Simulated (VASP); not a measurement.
A run of VASP 6.6.1:

File INCAR:

```
  PREC = Accurate
  ENCUT = 520
  EDIFF = 1E-7
  ISMEAR = 0
  SIGMA = 0.15
  LREAL = F
  LASPH = T
  NELM = 60
  ALGO = Fast
  ISIF = 2
  LWAVE = F
  LCHARG = F
  GGA = PS
  NBANDS = 13
```

The input KPOINTS:

```
regular mesh
0
Gamma
  18 18 18
```

File POSCAR:

```
Pb
1.0
    0.0000000000      2.2004524241      3.1114397277
    2.2004524241      0.0000000000      3.1114397277
    2.2004524241      2.2004524241      0.0000000000
Pb
1
Direct
    0.0000000000      0.0000000000      0.0000000000
```

Potentials or basis: VASP PAW PBE potentials, release 64 (Pb_d).

The run is started by

```sh
$ cat potpaw_PBE.64/Pb_d/POTCAR > POTCAR
$ mpirun -np 1 vasp_std > vasp.out
```

Hardware: 1 thread of Intel(R) Xeon(R) Platinum 8375C CPU @ 2.90GHz (Ice Lake), on a shared host.

Q: How long does it take, and how much memory?

A: It took 3.9 min on 1 thread of Intel(R) Xeon(R) Platinum 8375C CPU @ 2.90GHz (Ice Lake), with other jobs on the host, peak memory 0.28 GiB. Counts: scf iterations 14, k points 480.
